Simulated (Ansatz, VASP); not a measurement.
# SnO: VASP beside Ansatz

Contents of POSCAR:

```
SnO
1.0
    0.0000000000      2.7082147278      2.7082147278
    2.7082147278      0.0000000000      2.7082147278
    2.7082147278      2.7082147278      0.0000000000
Sn O
1 1
Direct
    0.0000000000      0.0000000000      0.0000000000
    0.2500000000      0.2500000000      0.2500000000
```

Contents of INCAR.step1:

```
SYSTEM = SnO
PREC = Accurate ; ENCUT = 520
EDIFF = 1E-5 ; ISMEAR = -1
SIGMA = 0.02 ; LREAL = .False.
LASPH = .True. ; NELM = 120
ALGO = Normal ; ISIF = 2
LWAVE = .True. ; LCHARG = .False.
NBANDS = 17 ; GGA = PE
GGA_COMPAT = .False.
```

The input INCAR.step2:

```
SYSTEM = SnO
PREC = Accurate ; ENCUT = 520
EDIFF = 1E-6 ; ISMEAR = -1
SIGMA = 0.02 ; LREAL = .False.
LASPH = .True. ; NELM = 120
ALGO = Normal ; ISIF = 2
LWAVE = .False. ; LCHARG = .False.
GGA = PE ; LHFCALC = .True.
AEXX = 0.1 ; HFSCREEN = 0.3
PRECFOCK = Normal ; NBANDS = 17
ISTART = 1 ; GGA_COMPAT = .False.
```

The input KPOINTS:

```
Automatic mesh
0
Gamma
  4 4 4
  0 0 0
```

Input for Ansatz:

```yaml
crystal:
  lattice:
    - [0.0, 2.7082147278, 2.7082147278]
    - [2.7082147278, 0.0, 2.7082147278]
    - [2.7082147278, 2.7082147278, 0.0]
  atoms:
    - { symbol: Sn, position: [0.0, 0.0, 0.0] }
    - { symbol: O, position: [0.25, 0.25, 0.25] }
kpoints:
  mp_grid: { grid: [4, 4, 4] }
hamiltonian:
  xc: { exchange: pbe, correlation: pbe, exx: { coeff: 0.1, omega: 0.3 } }
scf:
  occupations: { method: fermi_dirac, width: 0.02 }
  n_extra_bands: 4
output:
  forces: true
  stress: true
  eigenvalues: true
```

Alike in both runs: task single point; functional PBE-based screened hybrid; k mesh 4 × 4 × 4; occupations fermi-dirac, width 0.02 eV; no spin polarisation.

```csv
,VASP,Ansatz
version,VASP 6.6.1,Ansatz 0.2.0
potentials or method,"VASP PAW PBE potentials, release 64 (Sn_d, O)",plane waves
plane-wave cutoff (eV),520,420
valence electrons in the cell,20,20
```

```csv
,VASP,Ansatz,Ansatz less VASP
pressure (GPa),0.8,0.7,-0.07
```

VASP's potentials were made for PBE, not for PBE-based screened hybrid. Ansatz's warnings: filled band counts differ across k points, stress exchange threshold loose, stress scf threshold loose.

The k mesh is coarse, so the values compare programs but aren't converged.
